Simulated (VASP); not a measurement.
# AlPt (Cmmm) in VASP: a series of runs

Runs on AlPt. Level: r2SCAN. Tasks: single point.

Everything below comes from runs of VASP 6.6.1. Logs are shortened: lines on timing, memory, paths and dates and some standing lists are left out, and cuts for length are marked.

## 1. The cell of the first run

It takes space group Cmmm (No. 65, orthorhombic). Conventional cell: a = 4.154 Å, b = 4.591 Å, c = 3.092 Å, α = 90.00°, β = 90.00°, γ = 90.00°. Within 3.4 Å of Al (site symmetry mmm) lie 8 Pt at 2.59 to 2.77 Å and 6 Al at 3.09 to 3.10 Å. Within 3.4 Å of Pt (site symmetry mmm) lie 8 Al at 2.59 to 2.77 Å and 6 Pt at 3.09 to 3.10 Å.

## 2. Single point, r2SCAN (strain -0.1000 x Voigt [0, 0, 0, 0, 0, 1])

Input file POSCAR:

```
AlPt
1.0
    3.0915460000     -0.1545773000      0.0000000000
   -0.1545773000      3.0915460000      0.0000000000
    0.0000000000      0.0000000000      3.0915460000
Al Pt
1 1
Direct
    0.0000000000      0.0000000000      0.0000000000
    0.5000000000      0.5000000000      0.5000000000
```

Input file INCAR.step1:

```
SYSTEM = AlPt
PREC = Accurate
ENCUT = 520
ISMEAR = 0
SIGMA = 0.15
LREAL = .False.
LASPH = .True.
NELM = 60
NBANDS = 14
GGA = PE
ALGO = Normal
EDIFF = 1E-4
LWAVE = .True.
LCHARG = .False.
```

Input file INCAR.step2:

```
SYSTEM = AlPt
PREC = Accurate
ENCUT = 520
EDIFF = 1E-6
ISMEAR = 0
SIGMA = 0.15
LREAL = .False.
LASPH = .True.
NELM = 60
ALGO = Normal
ISIF = 2
LWAVE = .False.
LCHARG = .False.
METAGGA = R2SCAN
LMIXTAU = .True.
NBANDS = 14
ISTART = 1
```

Input file KPOINTS:

```
Automatic mesh
0
Gamma
  16 16 16
  0 0 0
```

Potentials or basis: VASP PAW PBE potentials, release 64 (Al, Pt).

Started as:

```sh
cat potpaw_PBE.64/Al/POTCAR potpaw_PBE.64/Pt/POTCAR > POTCAR
cp INCAR.step1 INCAR
mpirun -np 1 vasp_std > vasp.out
cp INCAR.step2 INCAR
mpirun -np 1 vasp_std > vasp.out
```

OUTCAR:

```text
SYSTEM = AlPt
   PREC = Accurate
   ENCUT = 520
   EDIFF = 1E-6
   ISMEAR = 0
   LREAL = .False.
   LASPH = .True.
   NELM = 60
   ISIF = 2
   METAGGA = R2SCAN
   ISTART = 1

 ion  position               nearest neighbor table
   1  0.000  0.000  0.000-   2 2.59   2 2.59   2 2.59   2 2.59   2 2.77   2 2.77   2 2.77   2 2.77

   2  0.500  0.500  0.500-   1 2.59   1 2.59   1 2.59   1 2.59   1 2.77   1 2.77   1 2.77   1 2.77

  LATTYP: Found a base centered orthorhombic cell.
 ALAT       =     4.1535009678
 B/A-ratio  =     1.1052631579
 C/A-ratio  =     0.7443229276

  Lattice vectors:

 A1 = (   3.0915460000,  -0.1545773000,   0.0000000000)
 A2 = (  -0.1545773000,   3.0915460000,   0.0000000000)
 A3 = (   0.0000000000,   0.0000000000,   3.0915460000)

Analysis of symmetry for initial positions (statically):
=====================================================================
 Subroutine PRICEL returns:
 Original cell was already a primitive cell.

 Routine SETGRP: Setting up the symmetry group for a
 base centered orthorhombic supercell.

 Subroutine GETGRP returns: Found  8 space group operations
 (whereof  8 operations were pure point group operations)
 out of a pool of  8 trial point group operations.

The static configuration has the point symmetry D_2h.

Analysis of symmetry for dynamics (positions and initial velocities):
=====================================================================
 Subroutine PRICEL returns:
 Original cell was already a primitive cell.

 Routine SETGRP: Setting up the symmetry group for a
 base centered orthorhombic supercell.

 Subroutine GETGRP returns: Found  8 space group operations
 (whereof  8 operations were pure point group operations)
 out of a pool of  8 trial point group operations.

The dynamic configuration has the point symmetry D_2h.

 Subroutine INISYM returns: Found  8 space group operations
 (whereof  8 operations are pure point group operations),
 and found     1 'primitive' translations

----------------------------------------------------------------------------------------

                                     Primitive cell

  volume of cell :      29.4741

  direct lattice vectors                    reciprocal lattice vectors
     3.091546000 -0.154577300  0.000000000     0.324273443  0.016213672  0.000000000
    -0.154577300  3.091546000  0.000000000     0.016213672  0.324273443  0.000000000
     0.000000000  0.000000000  3.091546000     0.000000000  0.000000000  0.323462759

  length of vectors
[... 94 lines left out ...]
   NUPDOWN=      -1.0000    fix difference up-down
   EMIN   =  10.00;   EMAX   =-10.00  energy-range for DOS
   EFERMI =   0.00;   METHOD = LEGACY
   ISMEAR =     0;   SIGMA  =   0.15  broadening in eV -4-tet -1-fermi 0-gaus
   EFERMI_NEDOS =   21; number of points for ismear=-14 and -15
   IALGO  =     38    algorithm
   IMIX   =      4    mixing-type and parameters
     AMIX     =   0.40;   BMIX     =  1.00
     AMIX_MAG =   1.60;   BMIX_MAG =  1.00
  volume/ion in A,a.u.               =      14.74        99.45
  Fermi-wavevector in a.u.,A,eV,Ry     =   1.246166  2.354912 21.128895  1.552930
  Thomas-Fermi vector in A             =   2.380356
   LORBIT       =      0    0 simple, 1 ext, 2 COOP (PROOUT), +10 PAW based schemes
   METAGGA = R2SCAN    functional components
   LHFCALC =     F    Hartree Fock is set to
   AEXX    =    0.0000 exact exchange contribution
   IVDW    =     0    specifies the selected vdW correction
   LEPSILON=     F    determine dielectric tensor
   LRPA    =     F    only Hartree local field effects (RPA)
 non-spin polarized calculation
 Gauss-broadening in eV      SIGMA  =   0.15
  energy-cutoff  :      520.00
  volume of cell :       29.47
 maximum number of plane-waves:       812
   NGX = 11   NGY = 11   NGZ = 11

 number of electron      12.9999997 magnetization

 Free energy of the ion-electron system (eV)
  ---------------------------------------------------
  ext. energy  EPLUGINS =         0.00000000
  ---------------------------------------------------
  free energy    TOTEN  =       -60.15130537 eV

  energy without entropy =      -60.14408760  energy(sigma->0) =      -60.14769649

 E-fermi :  10.6680     XC(G=0): -13.1352

 val. band max:       10.6666068227   @ k =   0.3750   0.1875   0.1875
 cond. band min:      10.6686997827   @ k =   0.5000   0.4375   0.3750
 fundamental gap:      0.0020929600
 Fermi energy:        10.6680411850

 k-point     1 :       0.0000    0.0000    0.0000
  band No.  band energies     occupation
      1      -1.4782      2.00000
      2       4.7805      2.00000
      3       4.8592      2.00000
      4       7.6429      2.00000
      5       7.7980      2.00000
      6       8.1117      2.00000
      7      14.6931      0.00000
      8      14.8364      0.00000
      9      15.1972      0.00000
     10      20.2145      0.00000
     11      20.2262      0.00000
     12      21.4359      0.00000
     13      27.9557      0.00000
     14      29.4983      0.00000
[... 377 lines left out ...]
      1      -1.3434      2.00000
      2       4.8215      2.00000
      3       4.9269      2.00000
      4       7.6035      2.00000
      5       7.6231      2.00000
      6       8.0263      2.00000
      7      14.3971      0.00000
      8      14.9991      0.00000
      9      15.0810      0.00000
     10      20.1107      0.00000
     11      20.6358      0.00000
     12      21.9547      0.00000
     13      26.9417      0.00000
     14      29.2874      0.00000

 [... further k-points ...]

------------------------ aborting loop because EDIFF is reached ----------------------------------------

  FORCE on cell =-STRESS in cart. coord.  units (eV):
  Direction    XX          YY          ZZ          XY          YZ          ZX
  --------------------------------------------------------------------------------------
  -------------------------------------------------------------------------------------
  Total       -0.5383806     -0.5383806     -0.5146808      1.4900485      0.0000000      0.0000000
  in kB      -29.2657692    -29.2657692    -27.9774765     80.9973763      0.0000000      0.0000000
  external PRESSURE =     -28.8363383 kB  Pullay stress =       0.0000000 kB

 VOLUME and BASIS-vectors are now :
 -----------------------------------------------------------------------------
  energy-cutoff  :      520.00
  volume of cell :       29.47
      direct lattice vectors                 reciprocal lattice vectors
     3.091546000 -0.154577300  0.000000000     0.324273443  0.016213672  0.000000000
    -0.154577300  3.091546000  0.000000000     0.016213672  0.324273443  0.000000000
     0.000000000  0.000000000  3.091546000     0.000000000  0.000000000  0.323462759

 POSITION                                       TOTAL-FORCE (eV/Angst)
 -----------------------------------------------------------------------------------
      0.00000      0.00000      0.00000         0.000000      0.000000      0.000000
      1.46848      1.46848      1.54577        -0.000000      0.000000      0.000000
 -----------------------------------------------------------------------------------
    total drift:                                0.000000     -0.000000     -0.000000

  FREE ENERGIE OF THE ION-ELECTRON SYSTEM (eV)
  ---------------------------------------------------
  free  energy   TOTEN  =       -60.1513053726 eV

  energy  without entropy=      -60.1440875974  energy(sigma->0) =      -60.14769649
```

Wall time 9.1 min (1 thread of AMD EPYC 9R45 (Zen 5), shared host); peak memory 0.35 GiB.

Results:

```yaml
Free_energy: -60.1513 eV
Pressure: -2.9 GPa
```

Levels at points of the mesh, in eV from the Fermi level:
```
           k point  band 4  band 5  band 6  band 7  band 8  band 9  band 10  band 11
(0.00, 0.00, 0.00)   -3.03   -2.87   -2.56    4.03    4.17    4.53     9.55     9.56
(0.50, 0.00, 0.00)   -4.29   -4.18   -2.58   -0.95    6.22    8.92     9.06    10.33
(0.50, 0.50, 0.00)   -3.88   -3.83   -2.58   -1.56    0.90    4.14     9.08    12.35
(0.00, 0.00, 0.50)   -4.60   -3.92   -2.66   -0.98    6.53    9.11     9.15    10.46
(0.50, 0.00, 0.50)   -3.87   -3.28   -3.27   -1.50    1.04    3.86     8.75    12.54
(0.50, 0.50, 0.50)   -1.47   -1.44    0.53    1.23    2.57    2.67     4.50     5.75
```

Caveat: the cell differs from its parent crystal (strain -0.1000 x Voigt [0, 0, 0, 0, 0, 1]); the PAW data sets were made with another functional, which shifts forces and pressure a little; spin-orbit coupling is left out, which moves the levels of the heavy elements.

## 3. Single point, r2SCAN (strain +0.0750 x Voigt [0, 0, 0, 0, 0, 1])

Input file POSCAR:

```
AlPt
1.0
    3.0915460000      0.1159329750      0.0000000000
    0.1159329750      3.0915460000      0.0000000000
    0.0000000000      0.0000000000      3.0915460000
Al Pt
1 1
Direct
    0.0000000000      0.0000000000      0.0000000000
    0.5000000000      0.5000000000      0.5000000000
```

Input file INCAR.step1:

```
SYSTEM = AlPt
ALGO = Normal
EDIFF = 1E-4
ENCUT = 520
GGA = PE
ISMEAR = 0
LASPH = .TRUE.
LCHARG = .FALSE.
LREAL = .FALSE.
LWAVE = .TRUE.
NBANDS = 14
NELM = 60
PREC = Accurate
SIGMA = 0.15
```

Input file INCAR.step2:

```
SYSTEM = AlPt
ALGO = Normal
EDIFF = 1E-6
ENCUT = 520
ISIF = 2
ISMEAR = 0
ISTART = 1
LASPH = .TRUE.
LCHARG = .TRUE.
LELF = .TRUE.
LMIXTAU = .TRUE.
LREAL = .FALSE.
LVHAR = .TRUE.
LWAVE = .FALSE.
METAGGA = R2SCAN
NBANDS = 14
NELM = 60
PREC = Accurate
SIGMA = 0.15
```

Input file KPOINTS:

```
k-points
0
G
  16 16 16
  0 0 0
```

Potentials or basis: VASP PAW PBE potentials, release 64 (Al, Pt).

Started as:

```sh
cat potpaw_PBE.64/Al/POTCAR potpaw_PBE.64/Pt/POTCAR > POTCAR
cp INCAR.step1 INCAR
mpirun -np 1 vasp_std > vasp.out
cp INCAR.step2 INCAR
mpirun -np 1 vasp_std > vasp.out
```

OUTCAR:

```text
SYSTEM = AlPt
   EDIFF = 1E-6
   ENCUT = 520
   ISIF = 2
   ISMEAR = 0
   ISTART = 1
   LASPH = .TRUE.
   LREAL = .FALSE.
   METAGGA = R2SCAN
   NELM = 60
   PREC = Accurate

 ion  position               nearest neighbor table
   1  0.000  0.000  0.000-   2 2.61   2 2.61   2 2.61   2 2.61   2 2.74   2 2.74   2 2.74   2 2.74

   2  0.500  0.500  0.500-   1 2.61   1 2.61   1 2.61   1 2.61   1 2.74   1 2.74   1 2.74   1 2.74

  LATTYP: Found a base centered orthorhombic cell.
 ALAT       =     4.2081522963
 B/A-ratio  =     1.0779220779
 C/A-ratio  =     0.7346563960

  Lattice vectors:

 A1 = (  -0.1159329750,  -3.0915460000,   0.0000000000)
 A2 = (   3.0915460000,   0.1159329750,   0.0000000000)
 A3 = (   0.0000000000,   0.0000000000,   3.0915460000)

Analysis of symmetry for initial positions (statically):
=====================================================================
 Subroutine PRICEL returns:
 Original cell was already a primitive cell.

 Routine SETGRP: Setting up the symmetry group for a
 base centered orthorhombic supercell.

 Subroutine GETGRP returns: Found  8 space group operations
 (whereof  8 operations were pure point group operations)
 out of a pool of  8 trial point group operations.

[... 179 lines left out ...]
      9      15.0788      0.00000
     10      20.1529      0.00000
     11      20.1639      0.00000
     12      21.3577      0.00000
     13      28.3632      0.00000
     14      29.4420      0.00000
[... 377 lines left out ...]
      1      -1.3204      2.00000
      2       4.8354      2.00000
      3       4.8676      2.00000
      4       7.6194      2.00000
      5       7.7246      2.00000
      6       8.0086      2.00000
      7      14.2204      0.00000
      8      14.7185      0.00000
      9      15.1264      0.00000
     10      20.0316      0.00000
     11      20.6051      0.00000
     12      22.0779      0.00000
     13      28.6251      0.00000
     14      28.6489      0.00000

 [... further k-points ...]

------------------------ aborting loop because EDIFF is reached ----------------------------------------

  FORCE on cell =-STRESS in cart. coord.  units (eV):
  Direction    XX          YY          ZZ          XY          YZ          ZX
  --------------------------------------------------------------------------------------
  -------------------------------------------------------------------------------------
  Total       -0.7001350     -0.7001350     -0.6927844     -1.1288834      0.0000000      0.0000000
  in kB      -38.0168738    -38.0168738    -37.6177384    -61.2976327      0.0000000      0.0000000
  external PRESSURE =     -37.8838287 kB  Pullay stress =       0.0000000 kB

 VOLUME and BASIS-vectors are now :
 -----------------------------------------------------------------------------
  energy-cutoff  :      520.00
  volume of cell :       29.51
      direct lattice vectors                 reciprocal lattice vectors
     3.091546000  0.115932975  0.000000000     0.323918269 -0.012146935  0.000000000
     0.115932975  3.091546000  0.000000000    -0.012146935  0.323918269  0.000000000
     0.000000000  0.000000000  3.091546000     0.000000000  0.000000000  0.323462759

 POSITION                                       TOTAL-FORCE (eV/Angst)
 -----------------------------------------------------------------------------------
      0.00000      0.00000      0.00000        -0.000000      0.000000      0.000000
      1.60374      1.60374      1.54577         0.000000      0.000000      0.000000
 -----------------------------------------------------------------------------------
    total drift:                                0.000000     -0.000000     -0.000000

  FREE ENERGIE OF THE ION-ELECTRON SYSTEM (eV)
  ---------------------------------------------------
  free  energy   TOTEN  =       -60.1834134481 eV

  energy  without entropy=      -60.1766029749  energy(sigma->0) =      -60.18000821
```

OUTCAR.step1:

```text
SYSTEM = AlPt
   EDIFF = 1E-4
   ENCUT = 520
   GGA = PE
   ISMEAR = 0
   LASPH = .TRUE.
   LREAL = .FALSE.
[... 631 lines left out ...]
      0.00000      0.00000      0.00000        -0.000000      0.000000      0.000000
      1.60374      1.60374      1.54577         0.000000      0.000000      0.000000
 -----------------------------------------------------------------------------------
    total drift:                                0.000000     -0.000000     -0.000000

  FREE ENERGIE OF THE ION-ELECTRON SYSTEM (eV)
  ---------------------------------------------------
  free  energy   TOTEN  =       -11.6576451219 eV

  energy  without entropy=      -11.6503067286  energy(sigma->0) =      -11.65397593
```

Run time: 8.5 min. Hardware: 1 thread of AMD EPYC 9R45 (Zen 5), shared host; peak memory 0.35 GiB.

Results:

| Item | Value |
| --- | --- |
| Free energy | -60.1834 eV |
| Pressure | -3.8 GPa |

Stress tensor (GPa, compression positive):
```
-3.80 -6.13  0.00
-6.13 -3.80  0.00
 0.00  0.00 -3.76
```

Levels at points of the mesh, in eV from the Fermi level:
| k point | band 4 | band 5 | band 6 | band 7 | band 8 | band 9 | band 10 | band 11 |
| --- | --- | --- | --- | --- | --- | --- | --- | --- |
| (0.00, 0.00, 0.00) | -2.95 | -2.82 | -2.60 | 4.04 | 4.17 | 4.42 | 9.50 | 9.51 |
| (0.50, 0.00, 0.00) | -4.27 | -4.21 | -2.57 | -0.96 | 6.30 | 8.96 | 9.05 | 10.55 |
| (0.50, 0.50, 0.00) | -3.84 | -3.75 | -2.77 | -1.53 | 0.96 | 3.99 | 9.12 | 12.48 |
| (0.00, 0.00, 0.50) | -4.51 | -4.00 | -2.61 | -0.97 | 6.48 | 9.08 | 9.10 | 10.56 |
| (0.50, 0.00, 0.50) | -3.88 | -3.29 | -3.28 | -1.50 | 1.04 | 3.83 | 8.92 | 12.69 |
| (0.50, 0.50, 0.50) | -1.44 | -1.42 | 0.73 | 1.38 | 2.34 | 2.46 | 4.72 | 5.88 |

Caveat: the cell differs from its parent crystal (strain +0.0750 x Voigt [0, 0, 0, 0, 0, 1]); the PAW data sets were made with another functional, which shifts forces and pressure a little; spin-orbit coupling is left out, which moves the levels of the heavy elements.

(Part 1 of 2 ends here.)
